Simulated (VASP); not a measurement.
Runs of VASP 6.6.1 on KF. The structure is that of space group P6_3/mmc (No. 194), or close to it. The cells are those of the table. 

```tsv
level	cell	k mesh	gap on the mesh (eV)	pressure (GPa)
r2SCAN	a = 4.485, b = 4.485, c = 5.271 Å, angles 90.0, 90.0, 120.0°, 4 atoms	6 × 6 × 4	5.95	0.0
PBEsol	a = 4.468, b = 4.468, c = 5.260 Å, angles 90.0, 90.0, 120.0°, 4 atoms	6 × 6 × 4	5.44	0.0
PBE	a = 4.547, b = 4.547, c = 5.374 Å, angles 90.0, 90.0, 120.0°, 4 atoms	12 × 12 × 4	(b)	0.0
PBE	a = 4.485, b = 4.485, c = 5.271 Å, angles 90.0, 90.0, 120.0°, 4 atoms	6 × 6 × 6	5.37	(a)
```

Alike in all rows: potentials or basis VASP PAW PBE potentials, release 64 (K_sv, F); no spin polarisation; cutoff (eV) 520.

Q: Estimate the missing entries.

A: (a) 1.3; (b) 5.23.

Caveats: the structure was generated, so it needn't be the stable form of KF; the PAW data sets were made with another functional, which shifts forces and pressure a little (at least some runs).

A k mesh can miss the band edges.
